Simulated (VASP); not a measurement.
Pr2F: relaxation of cell and atoms with PBE

The system is Pr2F.

```xyz
3
Lattice="3.6352 0.0000 0.0000 -1.8176 3.1481 0.0000 0.0000 0.0000 8.0813" Properties=species:S:1:pos:R:3 pbc="T T T"
Pr    0.0000    0.0000    6.3276
Pr    0.0000    0.0000    1.7537
F     0.0000    0.0000    4.0407
```

The cell was generated, and may not be a known phase.

- Program: VASP 6.6.1
- Task: relaxation of cell and atoms
- Functional: PBE
- Potentials or basis: VASP PAW PBE potentials, release 64 (Pr_3, F), 4f in core
- Cutoff: 600 eV
- k mesh: 12 × 12 × 6
- Occupations: gaussian, width 0.1 eV
- Spin: no spin polarisation
- Dipole correction: no
- Further INCAR settings: ALGO = Normal; EDIFF = 1e-07; IBRION = 2; EDIFFG = -0.01; NSW = 100; ISIF = 3

The relaxed volume is 29.89 Å³/atom, the relaxed cell is a = 3.600 Å, b = 3.600 Å, c = 7.988 Å, α = 90.00°, β = 90.00°, γ = 120.00° and the space group after relaxing (to 0.1 Å) is P6/mmm (No. 191). The energy gained by relaxing is 2.8 meV/atom, the ionic steps are 7 and the pressure after relaxing is 0.0 GPa. The band gap on the k mesh is zero (an odd number of electrons rules out a gap without spin polarisation).

Forces in eV/Å, atoms in the order of the input:
```
Pr   0.000  0.000 -0.002
Pr   0.000  0.000  0.002
F    0.000  0.000  0.000
```

Step by step:
```
step  energy change (eV)  largest force (eV/Å)  pressure (GPa)  volume (Å³)
   1              0.0000                0.1495           -0.41        92.48
   2             -0.0041                0.1313           -0.20        91.43
   3             -0.0069                0.0948            0.22        89.51
   4             -0.0081                0.0187           -0.04        89.68
   5             -0.0081                0.0186           -0.04        89.68
   6             -0.0081                0.0138            0.10        89.63
   7             -0.0084                0.0024            0.03        89.66
```

Final structure:
```
Pr F
1.0
     3.60012    0.00000    0.00000
    -1.80006    3.11780    0.00000
     0.00000    0.00000    7.98753
Pr F
2 1
Direct
  0.00000 0.00000 0.78699
  0.00000 0.00000 0.21301
  0.00000 0.00000 0.50000
```

Levels at points of the mesh, in eV from the Fermi level:
| k point | band 10 | band 11 | band 12 | band 13 | band 14 | band 15 | band 16 | band 17 | band 18 |
| --- | --- | --- | --- | --- | --- | --- | --- | --- | --- |
| (0.00, 0.00, 0.00) | -6.70 | -5.90 | -5.90 | -2.98 | -1.81 | 0.15 | 1.51 | 1.51 | 1.87 |
| (0.50, 0.00, 0.00) | -6.63 | -6.61 | -6.03 | -1.59 | -0.96 | -0.80 | 1.22 | 1.62 | 2.73 |
| (0.00, 0.00, 0.50) | -6.98 | -5.89 | -5.89 | -2.78 | -2.12 | 0.78 | 1.55 | 1.55 | 1.82 |
| (0.50, 0.00, 0.50) | -6.86 | -6.59 | -6.02 | -1.50 | -1.10 | -1.08 | 1.58 | 2.42 | 2.50 |

It took 9.8 min on 1 thread of Intel(R) Xeon(R) Platinum 8488C (Sapphire Rapids) (shared host), peak memory 0.35 GiB.

Caveat: spin-orbit coupling is left out, which moves the levels of the heavy elements; the 4f electrons are frozen in the core, so they carry no moment and show no levels; the run has no spin polarisation, though such a crystal can be magnetic. With open d or f shells a metallic result of PBE can be an artefact of self-interaction; +U or a hybrid may open a gap.
